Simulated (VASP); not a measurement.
# V (Im-3m) in VASP: further runs, part 2 of 2

VASP 6.6.1.

## (3) Single point, RPBE (volume scaled by 0.92)

The input, INCAR:

```
SYSTEM = V
ALGO     = Normal         ! electronic algorithm
EDIFF    = 1E-7           ! SCF threshold, eV
ENCUT    = 520            ! plane-wave cutoff, eV
GGA      = RP             ! functional
ISIF     = 2              ! what is computed and relaxed
ISMEAR   = -1             ! smearing method
LASPH    = .True.         ! aspherical terms in the spheres
LCHARG   = .False.        ! write CHGCAR
LREAL    = .False.        ! projectors in reciprocal space
LWAVE    = .False.        ! write WAVECAR
NBANDS   = 12             ! bands
NELM     = 100            ! most SCF steps
PREC     = Accurate       ! precision mode
SIGMA    = 0.1            ! smearing width, eV
```

The input, KPOINTS:

```
k-points
0
Gamma
  24 24 24
  0 0 0
```

The input, POSCAR:

```
V
1.0
   -1.4698046639      1.4698046639      1.4698046639
    1.4698046639     -1.4698046639      1.4698046639
    1.4698046639      1.4698046639     -1.4698046639
V
1
Direct
    0.0000000000      0.0000000000      0.0000000000
```

Potentials or basis: VASP PAW PBE potentials, release 64 (V_sv).

The run is started by

```bash
> cat potpaw_PBE.64/V_sv/POTCAR > POTCAR
> mpirun -np 1 vasp_std > vasp.out
```

Run time: 21 s. Hardware: 1 thread of Intel Xeon 6975P-C (Granite Rapids), shared host; peak memory 0.17 GiB.

It converged, with:

```
Free energy : -8.4818 eV
Pressure    : 17.1 GPa
```

Levels at points of the mesh, in eV from the Fermi level:
```csv
k point,band 3,band 4,band 5,band 6,band 7,band 8,band 9,band 10,band 11,band 12
"(0.00, 0.00, 0.00)",-36.94,-36.94,-6.74,0.41,0.41,0.41,2.58,2.58,20.91,20.91
"(0.50, 0.00, 0.00)",-37.27,-36.95,-3.40,-1.26,1.82,2.59,2.98,4.42,10.91,16.29
"(0.50, 0.50, 0.50)",-37.66,-37.66,-3.29,-3.29,3.99,3.99,3.99,10.76,10.76,10.76
```

Caveat: the cell differs from its parent crystal (volume scaled by 0.92); the PAW data sets were made with another functional, which shifts forces and pressure a little.

## (4) Single point, RPBE (volume scaled by 0.96)

The input, INCAR:

```
ALGO     = Normal         # electronic algorithm
EDIFF    = 1E-6           # SCF threshold, eV
ENCUT    = 520            # plane-wave cutoff, eV
GGA      = RP             # functional
ISIF     = 2              # what is computed and relaxed
ISMEAR   = -1             # smearing method
LASPH    = T              # aspherical terms in the spheres
LCHARG   = T              # write CHGCAR
LELF     = T              # ELF
LREAL    = F              # projectors in reciprocal space
LVHAR    = T            
LWAVE    = F              # write WAVECAR
NBANDS   = 12             # bands
NELM     = 60             # most SCF steps
PREC     = Accurate       # precision mode
SIGMA    = 0.1            # smearing width, eV
```

The input, KPOINTS:

```
k-points
0
Gamma
  24 24 24
```

The input, POSCAR:

```
V
1.0
   -1.4908047106      1.4908047106      1.4908047106
    1.4908047106     -1.4908047106      1.4908047106
    1.4908047106      1.4908047106     -1.4908047106
V
1
Direct
    0.0000000000      0.0000000000      0.0000000000
```

Potentials or basis: VASP PAW PBE potentials, release 64 (V_sv).

The run is started by

```bash
> cat potpaw_PBE.64/V_sv/POTCAR > POTCAR
> mpirun -np 1 vasp_std > vasp.out
```

OUTCAR:

```text
EDIFF = 1E-6
   ENCUT = 520
   GGA = RP
   ISIF = 2
   ISMEAR = -1
   LASPH = T
   LREAL = F
   NELM = 60
   PREC = Accurate

 ion  position               nearest neighbor table
   1  0.000  0.000  0.000-

  LATTYP: Found a body centered cubic cell.
 ALAT       =     2.9816094212

  Lattice vectors:

 A1 = (  -1.4908047106,   1.4908047106,   1.4908047106)
 A2 = (   1.4908047106,  -1.4908047106,   1.4908047106)
 A3 = (   1.4908047106,   1.4908047106,  -1.4908047106)

Analysis of symmetry for initial positions (statically):
=====================================================================
 Subroutine PRICEL returns:
 Original cell was already a primitive cell.

 Routine SETGRP: Setting up the symmetry group for a
 body centered cubic supercell.

 Subroutine GETGRP returns: Found 48 space group operations
 (whereof 48 operations were pure point group operations)
 out of a pool of 48 trial point group operations.

The static configuration has the point symmetry O_h .

[... 165 lines left out ...]
  band No.  band energies     occupation
      1     -53.8128      2.00000
      2     -27.0183      2.00000
      3     -27.0183      2.00000
      4     -27.0183      2.00000
      5       3.3905      2.00000
      6      10.4470      0.03432
      7      10.4470      0.03432
      8      10.4470      0.03432
      9      12.5021      0.00000
     10      12.5021      0.00000
     11      30.6155      0.00000
     12      30.6155      0.00000
[... 331 lines left out ...]
 k-point    24 :       0.4583    0.0417    0.0000
  band No.  band energies     occupation
      1     -53.6042      2.00000
      2     -27.9491      2.00000
      3     -27.3143      2.00000
      4     -27.0323      2.00000
      5       6.8407      2.00000
      6       8.8840      1.99998
      7      11.4626      0.00000
      8      12.4949      0.00000
      9      12.9702      0.00000
     10      14.3174      0.00000
     11      20.4599      0.00000
     12      25.9932      0.00000

 [... further k-points ...]

------------------------ aborting loop because EDIFF is reached ----------------------------------------

  FORCE on cell =-STRESS in cart. coord.  units (eV):
  Direction    XX          YY          ZZ          XY          YZ          ZX
  --------------------------------------------------------------------------------------
  -------------------------------------------------------------------------------------
  Total        0.6548714      0.6548714      0.6548714     -0.0000000     -0.0000000      0.0000000
  in kB       79.1670348     79.1670348     79.1670348     -0.0000000     -0.0000000      0.0000000
  external PRESSURE =      79.1670348 kB  Pullay stress =       0.0000000 kB

 VOLUME and BASIS-vectors are now :
 -----------------------------------------------------------------------------
  energy-cutoff  :      520.00
  volume of cell :       13.25
      direct lattice vectors                 reciprocal lattice vectors
    -1.490804711  1.490804711  1.490804711     0.000000000  0.335389335  0.335389335
     1.490804711 -1.490804711  1.490804711     0.335389335  0.000000000  0.335389335
     1.490804711  1.490804711 -1.490804711     0.335389335  0.335389335  0.000000000

 POSITION                                       TOTAL-FORCE (eV/Angst)
 -----------------------------------------------------------------------------------
      0.00000      0.00000      0.00000         0.000000     -0.000000      0.000000
 -----------------------------------------------------------------------------------
    total drift:                                0.000000     -0.000000      0.000000

  FREE ENERGIE OF THE ION-ELECTRON SYSTEM (eV)
  ---------------------------------------------------
  free  energy   TOTEN  =        -8.5246151131 eV

  energy  without entropy=       -8.4688847154  energy(sigma->0) =       -8.49674991
```

It took 18 s on 1 thread of Intel Xeon 6975P-C (Granite Rapids), shared host; peak memory 0.17 GiB.

What came out:

- Free energy: -8.5246 eV
- Pressure: 7.9 GPa

Levels at points of the mesh, in eV from the Fermi level:
```tsv
k point	band 4	band 5	band 6	band 7	band 8	band 9	band 10	band 11
(0.00, 0.00, 0.00)	-37.06	-6.65	0.40	0.40	0.40	2.46	2.46	20.57
(0.50, 0.00, 0.00)	-37.07	-3.24	-1.17	1.65	2.46	2.83	4.18	10.36
(0.50, 0.50, 0.50)	-37.70	-3.08	-3.08	3.78	3.78	3.78	10.34	10.34
```

Caveat: the cell differs from its parent crystal (volume scaled by 0.96); the PAW data sets were made with another functional, which shifts forces and pressure a little.

## (5) Single point, RPBE

This run uses another cell than the first one, of 13.81 Å³/atom, 1.136 times its volume.

The input, INCAR:

```
SYSTEM = V
PREC = Accurate
ENCUT = 520
EDIFF = 1E-7
ISMEAR = -1
SIGMA = 0.1
LREAL = .False.
LASPH = .True.
NELM = 100
ALGO = Normal
ISIF = 2
LWAVE = .False.
LCHARG = .False.
GGA = RP
NBANDS = 12
```

The input, KPOINTS:

```
Automatic mesh
0
Gamma
  24 24 24
  0 0 0
```

The input, POSCAR:

```
V
1.0
   -1.5112292310      1.5112292310      1.5112292310
    1.5112292310     -1.5112292310      1.5112292310
    1.5112292310      1.5112292310     -1.5112292310
V
1
Direct
    0.0000000000      0.0000000000      0.0000000000
```

The run is started by

```bash
> cat potpaw_PBE.64/V_sv/POTCAR > POTCAR
> mpirun -np 1 vasp_std > vasp.out
```

Run time: 21 s. Hardware: 1 thread of Intel Xeon 6975P-C (Granite Rapids), shared host; peak memory 0.18 GiB.

It converged, with:

- Free energy: -8.5386 eV
- Pressure: 0.3 GPa

Levels at points of the mesh, in eV from the Fermi level:
| k point | band 4 | band 5 | band 6 | band 7 | band 8 | band 9 | band 10 | band 11 |
| --- | --- | --- | --- | --- | --- | --- | --- | --- |
| (0.00, 0.00, 0.00) | -37.18 | -6.56 | 0.40 | 0.40 | 0.40 | 2.35 | 2.35 | 20.25 |
| (0.50, 0.00, 0.00) | -37.18 | -3.11 | -1.09 | 1.51 | 2.34 | 2.69 | 3.96 | 9.85 |
| (0.50, 0.50, 0.50) | -37.74 | -2.90 | -2.90 | 3.58 | 3.58 | 3.58 | 9.96 | 9.96 |

Caveat: the PAW data sets were made with another functional, which shifts forces and pressure a little.

## (6) Single point, RPBE (volume scaled by 1.04)

The input, INCAR:

```
SYSTEM = V
PREC = Accurate
ENCUT = 520
EDIFF = 1E-7
ISMEAR = -1
SIGMA = 0.1
LREAL = .FALSE.
LASPH = .TRUE.
NELM = 100
ALGO = Normal
ISIF = 2
LWAVE = .FALSE.
LCHARG = .TRUE.
GGA = RP
LELF = .TRUE.
LVHAR = .TRUE.
NBANDS = 12
```

The input, KPOINTS:

```
Automatic mesh
0
G
  24 24 24
  0 0 0
```

The input, POSCAR:

```
V
1.0
   -1.5311161067      1.5311161067      1.5311161067
    1.5311161067     -1.5311161067      1.5311161067
    1.5311161067      1.5311161067     -1.5311161067
V
1
Direct
    0.0000000000      0.0000000000      0.0000000000
```

Potentials or basis: VASP PAW PBE potentials, release 64 (V_sv).

The run is started by

```bash
> cat potpaw_PBE.64/V_sv/POTCAR > POTCAR
> mpirun -np 1 vasp_std > vasp.out
```

Wall time 23 s (1 thread of Intel Xeon 6975P-C (Granite Rapids), shared host); peak memory 0.18 GiB.

It converged, with:

| Item | Value |
| --- | --- |
| Free energy | -8.5288 eV |
| Pressure | -5.9 GPa |

Levels at points of the mesh, in eV from the Fermi level:
```csv
k point,band 3,band 4,band 5,band 6,band 7,band 8,band 9,band 10,band 11,band 12
"(0.00, 0.00, 0.00)",-37.28,-37.28,-6.47,0.38,0.38,0.38,2.24,2.24,19.94,19.94
"(0.50, 0.00, 0.00)",-37.51,-37.29,-2.98,-1.03,1.39,2.23,2.56,3.76,9.38,15.37
"(0.50, 0.50, 0.50)",-37.78,-37.78,-2.73,-2.73,3.40,3.40,3.40,9.61,9.61,9.61
```

Caveat: the cell differs from its parent crystal (volume scaled by 1.04); the PAW data sets were made with another functional, which shifts forces and pressure a little.

## (7) The runs side by side

```tsv
cell	gap on the mesh (eV)	pressure (GPa)
a = 2.508 Å, angles 109.5°, 1 atom	none	28.3
a = 2.546 Å, angles 109.5°, 1 atom	none	17.1
a = 2.582 Å, angles 109.5°, 1 atom	none	7.9
a = 2.618 Å, angles 109.5°, 1 atom	none	0.3
a = 2.652 Å, angles 109.5°, 1 atom	none	-5.9
```

Alike in all rows: task single point; level RPBE; potentials or basis VASP PAW PBE potentials, release 64 (V_sv); no spin polarisation; k mesh 24 × 24 × 24; cutoff (eV) 520; smearing fermi-dirac 0.1 eV.

Caveats: the PAW data sets were made with another functional, which shifts forces and pressure a little.

Absolute energies hang on the potentials; compare differences alone.
